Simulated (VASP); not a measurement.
# Pd (Fm-3m) in VASP: a series of runs, part 3 of 3

VASP 6.6.1.

## 4. Single point, PBE+D3(BJ), collinear spin, ferromagnetic start (volume scaled by 1.04)

Contents of INCAR:

```
PREC = Accurate
ENCUT = 500
EDIFF = 1E-6
ISMEAR = -1
SIGMA = 0.05
LREAL = False
LASPH = True
NELM = 200
ALGO = Normal
ISIF = 2
LWAVE = False
LCHARG = True
ISPIN = 2
MAGMOM = 1
LORBIT = 11
NUPDOWN = 1.0
LMAXMIX = 4
GGA = PE
IVDW = 12
LELF = True
LVHAR = True
NBANDS = 15
GGA_COMPAT = False
```

Contents of KPOINTS:

```
regular mesh
0
Gamma
  12 12 12
```

Contents of POSCAR:

```
Pd
1.0
    0.0000000000      1.9721147795      1.9721147795
    1.9721147795      0.0000000000      1.9721147795
    1.9721147795      1.9721147795      0.0000000000
Pd
1
Direct
    0.0000000000      0.0000000000      0.0000000000
```

Potentials or basis: VASP PAW PBE potentials, release 64 (Pd).

Run with:

```
cat potpaw_PBE.64/Pd/POTCAR > POTCAR
mpirun -np 1 vasp_std > vasp.out
```

OUTCAR:

```text
PREC = Accurate
   ENCUT = 500
   EDIFF = 1E-6
   ISMEAR = -1
   LREAL = False
   LASPH = True
   NELM = 200
   ISIF = 2
   ISPIN = 2
   LORBIT = 11
   NUPDOWN = 1.0
   GGA = PE
   IVDW = 12
 IVDW          = 12

 ion  position               nearest neighbor table
   1  0.000  0.000  0.000-

  LATTYP: Found a face centered cubic cell.
 ALAT       =     3.9442295590

  Lattice vectors:

 A1 = (   0.0000000000,   1.9721147795,   1.9721147795)
 A2 = (   1.9721147795,   0.0000000000,   1.9721147795)
 A3 = (   1.9721147795,   1.9721147795,   0.0000000000)

Analysis of symmetry for initial positions (statically):
[... 25 lines left out ...]
The dynamic configuration has the point symmetry O_h .

Analysis of structural, dynamic, and magnetic symmetry:
=====================================================================
 Subroutine PRICEL returns:
[... 7 lines left out ...]
 out of a pool of 48 trial point group operations.

The overall configuration has the point symmetry O_h .

 Subroutine INISYM returns: Found 48 space group operations
[... 5 lines left out ...]
                                     Primitive cell

  volume of cell :      15.3400

  direct lattice vectors                    reciprocal lattice vectors
     0.000000000  1.972114780  1.972114780    -0.253534939  0.253534939  0.253534939
     1.972114780  0.000000000  1.972114780     0.253534939 -0.253534939  0.253534939
     1.972114780  1.972114780  0.000000000     0.253534939  0.253534939 -0.253534939

  length of vectors
     2.788991468  2.788991468  2.788991468     0.439135396  0.439135396  0.439135396

  position of ions in fractional coordinates (direct lattice)
     0.000000000  0.000000000  0.000000000

  ion indices of the primitive-cell ions
   primitive index   ion index
                 1           1

----------------------------------------------------------------------------------------

 KPOINTS: regular mesh

Automatic generation of k-mesh.
 Grid dimensions read from file:
 generate k-points for:   12   12   12

 Generating k-lattice:

  Cartesian coordinates                     Fractional coordinates (reciprocal lattice)
    -0.021127912  0.021127912  0.021127912     0.083333333  0.000000000  0.000000000
     0.021127912 -0.021127912  0.021127912     0.000000000  0.083333333  0.000000000
     0.021127912  0.021127912 -0.021127912     0.000000000  0.000000000  0.083333333

  Length of vectors
     0.036594616  0.036594616  0.036594616

  Shift w.r.t. Gamma in fractional coordinates (k-lattice)
     0.000000000  0.000000000  0.000000000

 Subroutine IBZKPT returns following result:
 ===========================================

 Found     72 irreducible k-points:

 Following reciprocal coordinates:
            Coordinates               Weight
  0.000000  0.000000  0.000000      1.000000
  0.083333  0.000000  0.000000      8.000000
  0.166667  0.000000  0.000000      8.000000
  0.250000  0.000000  0.000000      8.000000
  0.333333  0.000000  0.000000      8.000000
  0.416667  0.000000  0.000000      8.000000
[... 16 lines left out ...]
  0.500000  0.166667  0.000000     24.000000
 -0.416667  0.166667  0.000000     24.000000
 [... further k-points ...]
   k-points           NKPTS =     72   k-points in BZ     NKDIM =     72   number of bands    NBANDS=     15
   number of dos      NEDOS =    301   number of ions     NIONS =      1
   total plane-waves  NPLWV =   8000
   dimension x,y,z NGX =    20 NGY =   20 NGZ =   20
   dimension x,y,z NGXF=    40 NGYF=   40 NGZF=   40
   ions per type =               1
   NGX,Y,Z   is equivalent  to a cutoff of  11.92, 11.92, 11.92 a.u.
   NGXF,Y,Z  is equivalent  to a cutoff of  23.84, 23.84, 23.84 a.u.
 SYSTEM =  unknown system
   PREC   = accura    normal or accurate (medium, high low for compatibility)
   ISTART =      0    job   : 0-new  1-cont  2-samecut
   ICHARG =      2    charge: 1-file 2-atom 10-const
   ISPIN  =      2    spin polarized calculation?
[... 20 lines left out ...]
   ISMEAR =    -1;   SIGMA  =   0.05  broadening in eV -4-tet -1-fermi 0-gaus
   EFERMI_NEDOS =   21; number of points for ismear=-14 and -15
   IALGO  =     38    algorithm
   IMIX   =      4    mixing-type and parameters
     AMIX     =   0.40;   BMIX     =  1.00
     AMIX_MAG =   1.60;   BMIX_MAG =  1.00
  volume/ion in A,a.u.               =      15.34       103.52
  Fermi-wavevector in a.u.,A,eV,Ry     =   1.419491  2.682449 27.415123  2.014955
  Thomas-Fermi vector in A             =   2.540506
   LORBIT       =     11    0 simple, 1 ext, 2 COOP (PROOUT), +10 PAW based schemes
   GGA     = PE    functional components
   LHFCALC =     F    Hartree Fock is set to
   AEXX    =    0.0000 exact exchange contribution
   IVDW    =    12    specifies the selected vdW correction
   LEPSILON=     F    determine dielectric tensor
   LRPA    =     F    only Hartree local field effects (RPA)
 spin polarized calculation
  energy-cutoff  :      500.00
  volume of cell :       15.34
 maximum number of plane-waves:       399
   NGX = 11   NGY = 11   NGZ = 11

 number of electron      10.0000000 magnetization       1.0000000

 number of electron       9.9999995 magnetization       0.9999999

 Free energy of the ion-electron system (eV)
  ---------------------------------------------------
  ext. energy  EPLUGINS =         0.00000000
  ---------------------------------------------------
  free energy    TOTEN  =        -4.86826026 eV

  energy without entropy =       -4.85981032  energy(sigma->0) =       -4.86403529

 E-fermi :   8.9209     XC(G=0): -12.9772

 val. band max:       11.0361817094   @ k =  -0.2500   0.2500   0.0833
 cond. band min:       8.9382840381   @ k =   0.3333   0.1667   0.0000
 fundamental gap:     -2.0978976713
 Fermi energy:        11.2255377666

 spin component 1

 k-point     1 :       0.0000    0.0000    0.0000
  band No.  band energies     occupation
      1       2.1449      1.00000
      2       5.9681      1.00000
      3       5.9681      1.00000
      4       5.9681      1.00000
      5       7.4929      1.00000
      6       7.4929      1.00000
      7      26.1717      0.00000
      8      30.7176      0.00000
      9      30.7176      0.00000
     10      30.7176      0.00000
     11      34.4423      0.00000
     12      35.9392      0.00000
     13      38.7151      0.00000
     14      38.7151      0.00000
[... 403 lines left out ...]
      4       6.9173      1.00000
      5       8.3527      1.00000
      6      12.3925      0.00000
      7      16.1138      0.00000
      8      24.4794      0.00000
      9      27.5712      0.00000
     10      28.3936      0.00000
     11      34.5009      0.00000
     12      36.3502      0.00000
     13      36.7439      0.00000
     14      42.1099      0.00000
     15      42.3854      0.00000

 [... further k-points ...]

 spin component 2

 k-point     1 :       0.0000    0.0000    0.0000
  band No.  band energies     occupation
      1       2.4360      1.00000
      2       6.6586      1.00000
      3       6.6586      1.00000
      4       6.6586      1.00000
      5       8.1075      1.00000
      6       8.1075      1.00000
      7      26.4394      0.00000
      8      30.9998      0.00000
      9      30.9998      0.00000
     10      30.9998      0.00000
     11      35.5038      0.00000
     12      36.3082      0.00000
     13      39.0657      0.00000
     14      39.0657      0.00000
[... 403 lines left out ...]
      4       7.5035      1.00000
      5       9.0669      0.05122
      6      12.8205      0.00000
      7      16.5993      0.00000
      8      24.8275      0.00000
      9      27.8882      0.00000
     10      28.7309      0.00000
     11      35.6211      0.00000
     12      36.6657      0.00000
     13      37.0720      0.00000
     14      42.5058      0.00000
     15      43.1088      0.00000

 [... further k-points ...]

------------------------ aborting loop because EDIFF is reached ----------------------------------------

 Edisp (eV)   -0.64136

 E8    (eV) :    -0.2833

  FORCE on cell =-STRESS in cart. coord.  units (eV):
  Direction    XX          YY          ZZ          XY          YZ          ZX
  --------------------------------------------------------------------------------------
  -------------------------------------------------------------------------------------
  Total      -0.36468    -0.36468    -0.36468     0.00000     0.00000     0.00000
  in kB     -38.08908   -38.08908   -38.08908     0.00000     0.00000     0.00000
  external pressure =      -38.09 kB  Pullay stress =        0.00 kB

 VOLUME and BASIS-vectors are now :
 -----------------------------------------------------------------------------
  energy-cutoff  :      500.00
  volume of cell :       15.34
      direct lattice vectors                 reciprocal lattice vectors
     0.000000000  1.972114780  1.972114780    -0.253534939  0.253534939  0.253534939
     1.972114780  0.000000000  1.972114780     0.253534939 -0.253534939  0.253534939
     1.972114780  1.972114780  0.000000000     0.253534939  0.253534939 -0.253534939

 POSITION                                       TOTAL-FORCE (eV/Angst)
 -----------------------------------------------------------------------------------
      0.00000      0.00000      0.00000         0.000000      0.000000     -0.000000
 -----------------------------------------------------------------------------------
    total drift:                               -0.000000     -0.000000     -0.000000

  FREE ENERGIE OF THE ION-ELECTRON SYSTEM (eV)
  ---------------------------------------------------
  free  energy   TOTEN  =        -5.5096186283 eV

  energy  without entropy=       -5.5011686876  energy(sigma->0) =       -5.50539366

 total charge

# of ion       s       p       d       tot
------------------------------------------
    1        0.500   0.491   8.343   9.335

 magnetization (x)

# of ion       s       p       d       tot
------------------------------------------
    1        0.039   0.065   0.860   0.964
```

stdout:

```text
POSCAR found type information on POSCAR Pd
 POSCAR found :  1 types and       1 ions
 scaLAPACK will be used
 LDA part: xc-table for (Slater+PW92), standard interpolation
 POSCAR, INCAR and KPOINTS ok, starting setup
 FFT: planning ... GRIDC
 FFT: planning ... GRID_SOFT
 FFT: planning ... GRID
 WAVECAR not read
 entering main loop
```

Wall time 25 s (1 thread of AMD EPYC 7R13 (Zen 3), shared host); peak memory 0.12 GiB.

What came out:

```yaml
Free_energy: -5.5096 eV
Pressure: -3.8 GPa
Net_moment: 1.00 μB per cell
Site_moments: Pd +0.96 μB
Valence_electrons_inside_the_program's_atomic_spheres: Pd 9.34
Dispersion_energy_per_atom: -0.641 eV
```

Caveat: three body term missing; the total moment is fixed, so each spin has its own Fermi level.

## 5. Single point, PBE+D3(BJ), collinear spin, ferromagnetic start (volume scaled by 1.06)

Contents of INCAR:

```
SYSTEM = Pd
PREC = Accurate
ENCUT = 500
EDIFF = 1E-6
ISMEAR = -1
SIGMA = 0.05
LREAL = .False.
LASPH = .True.
NELM = 200
ALGO = Normal
ISIF = 2
LWAVE = .False.
LCHARG = .False.
ISPIN = 2
MAGMOM = 1
LORBIT = 11
NUPDOWN = 1.0
LMAXMIX = 4
GGA = PE
IVDW = 12
NBANDS = 15
GGA_COMPAT = .False.
```

Contents of KPOINTS:

```
regular mesh
0
Gamma
  12 12 12
  0 0 0
```

Contents of POSCAR:

```
Pd
1.0
    0.0000000000      1.9846763588      1.9846763588
    1.9846763588      0.0000000000      1.9846763588
    1.9846763588      1.9846763588      0.0000000000
Pd
1
Direct
    0.0000000000      0.0000000000      0.0000000000
```

Potentials or basis: VASP PAW PBE potentials, release 64 (Pd).

Run with:

```
cat potpaw_PBE.64/Pd/POTCAR > POTCAR
mpirun -np 1 vasp_std > vasp.out
```

OUTCAR:

```text
SYSTEM = Pd
   PREC = Accurate
   ENCUT = 500
   EDIFF = 1E-6
   ISMEAR = -1
   LREAL = .False.
   LASPH = .True.
   NELM = 200
   ISIF = 2
   ISPIN = 2
   LORBIT = 11
   NUPDOWN = 1.0
   GGA = PE
   IVDW = 12
 IVDW          = 12

 ion  position               nearest neighbor table
   1  0.000  0.000  0.000-

  LATTYP: Found a face centered cubic cell.
 ALAT       =     3.9693527176

  Lattice vectors:

[... 1077 lines left out ...]
  Direction    XX          YY          ZZ          XY          YZ          ZX
  --------------------------------------------------------------------------------------
  -------------------------------------------------------------------------------------
  Total      -0.66162    -0.66162    -0.66162     0.00000     0.00000    -0.00000
  in kB     -67.79850   -67.79850   -67.79850     0.00000     0.00000    -0.00000
  external pressure =      -67.80 kB  Pullay stress =        0.00 kB

 VOLUME and BASIS-vectors are now :
 -----------------------------------------------------------------------------
  energy-cutoff  :      500.00
  volume of cell :       15.64
      direct lattice vectors                 reciprocal lattice vectors
     0.000000000  1.984676359  1.984676359    -0.251930244  0.251930244  0.251930244
     1.984676359  0.000000000  1.984676359     0.251930244 -0.251930244  0.251930244
     1.984676359  1.984676359  0.000000000     0.251930244  0.251930244 -0.251930244

 POSITION                                       TOTAL-FORCE (eV/Angst)
 -----------------------------------------------------------------------------------
      0.00000      0.00000      0.00000        -0.000000     -0.000000     -0.000000
 -----------------------------------------------------------------------------------
    total drift:                               -0.000000     -0.000000     -0.000000

  FREE ENERGIE OF THE ION-ELECTRON SYSTEM (eV)
  ---------------------------------------------------
  free  energy   TOTEN  =        -5.4998852900 eV

  energy  without entropy=       -5.4911672789  energy(sigma->0) =       -5.49552628

 total charge

# of ion       s       p       d       tot
------------------------------------------
    1        0.491   0.472   8.335   9.298

 magnetization (x)

# of ion       s       p       d       tot
------------------------------------------
    1        0.039   0.064   0.859   0.962
```

OSZICAR:

```text
N       E                     dE             d eps       ncg     rms          rms(c)
DAV:   1     0.452062022835E+02    0.45206E+02   -0.43781E+03  4352   0.564E+02
DAV:   2    -0.447005662928E+01   -0.49676E+02   -0.47051E+02  5559   0.155E+02
DAV:   3    -0.521536784960E+01   -0.74531E+00   -0.74435E+00  5776   0.189E+01
DAV:   4    -0.521770217000E+01   -0.23343E-02   -0.23342E-02  5049   0.112E+00
DAV:   5    -0.521771869795E+01   -0.16528E-04   -0.16528E-04  5827   0.836E-02    0.765E+00
DAV:   6    -0.488902445999E+01    0.32869E+00   -0.11669E+00  6112   0.722E+00    0.378E+00
DAV:   7    -0.487539045284E+01    0.13634E-01   -0.28547E-02  6029   0.101E+00    0.212E+00
DAV:   8    -0.487177626028E+01    0.36142E-02   -0.85983E-04  5644   0.200E-01    0.107E+00
DAV:   9    -0.487110354151E+01    0.67272E-03   -0.20642E-04  5777   0.913E-02    0.441E-02
DAV:  10    -0.487111048969E+01   -0.69482E-05   -0.46201E-05  5318   0.428E-02    0.132E-02
DAV:  11    -0.487111319452E+01   -0.27048E-05   -0.34910E-06  5609   0.115E-02    0.760E-03
DAV:  12    -0.487111424788E+01   -0.10534E-05   -0.60217E-07  4818   0.606E-03    0.177E-03
DAV:  13    -0.487111424529E+01    0.25951E-08   -0.36605E-08  3434   0.131E-03
   1 F= -.54998853E+01 E0= -.54955263E+01  d E =-.871801E-02  mag=     1.0000
```

Run time: 25 s. Hardware: 1 thread of AMD EPYC 7R13 (Zen 3), shared host; peak memory 0.12 GiB.

What came out:

```yaml
Free_energy: -5.4999 eV
Pressure: -6.8 GPa
Net_moment: 1.00 μB per cell
Site_moments: Pd +0.96 μB
Valence_electrons_inside_the_program's_atomic_spheres: Pd 9.30
Dispersion_energy_per_atom: -0.629 eV
```

Caveat: three body term missing; the total moment is fixed, so each spin has its own Fermi level.

## 6. Overview

```tsv
cell	pressure (GPa)	moment (μB)
a = 2.753 Å, angles 60.0°, 1 atom	3.4	1.00
a = 2.771 Å, angles 60.0°, 1 atom	-0.4	1.00
a = 2.789 Å, angles 60.0°, 1 atom	-3.8	1.00
a = 2.807 Å, angles 60.0°, 1 atom	-6.8	1.00
```

Alike in all rows: task single point; level PBE+D3(BJ); potentials or basis VASP PAW PBE potentials, release 64 (Pd); spin collinear, ferromagnetic start; fixed moment (μB) 1.0; k mesh 12 × 12 × 12; cutoff (eV) 500; smearing fermi-dirac 0.05 eV.

Caveats: three body term missing; the total moment is fixed, so each spin has its own Fermi level.

Absolute energies hang on the potentials; compare differences alone.
